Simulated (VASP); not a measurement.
Input of a VASP 6.6.1 run:

File INCAR:

```
PREC     = Accurate       # precision mode
ENCUT    = 520            # plane-wave cutoff, eV
EDIFF    = 1E-7           # SCF threshold, eV
ISMEAR   = -1             # smearing method
SIGMA    = 0.1            # smearing width, eV
LREAL    = False          # projectors in reciprocal space
LASPH    = True           # aspherical terms in the spheres
NELM     = 80             # most SCF steps
ALGO     = Normal         # electronic algorithm
ISIF     = 2              # what is computed and relaxed
LWAVE    = False          # write WAVECAR
LCHARG   = False          # write CHGCAR
GGA      = PE             # functional
NBANDS   = 12             # bands
```

Contents of KPOINTS:

```
Automatic mesh
0
Gamma
  22 22 22
```

Contents of POSCAR:

```
Au
1.0
   -1.6290312857      1.6290312857      1.6290312857
    1.6290312857     -1.6290312857      1.6290312857
    1.6290312857      1.6290312857     -1.6290312857
Au
1
Direct
    0.0000000000      0.0000000000      0.0000000000
```

Potentials or basis: VASP PAW PBE potentials, release 64 (Au).

The run is started by

```bash
$ cat potpaw_PBE.64/Au/POTCAR > POTCAR
$ mpirun -np 1 vasp_std > vasp.out
```

Q: Predict the band gap on the k mesh.

A: Zero (an odd number of electrons rules out a gap without spin polarisation).

Q: Predict the pressure.

A: 6.1 GPa.

Caveat: the cell stands under pressure; spin-orbit coupling is left out, which moves the levels of the heavy elements.
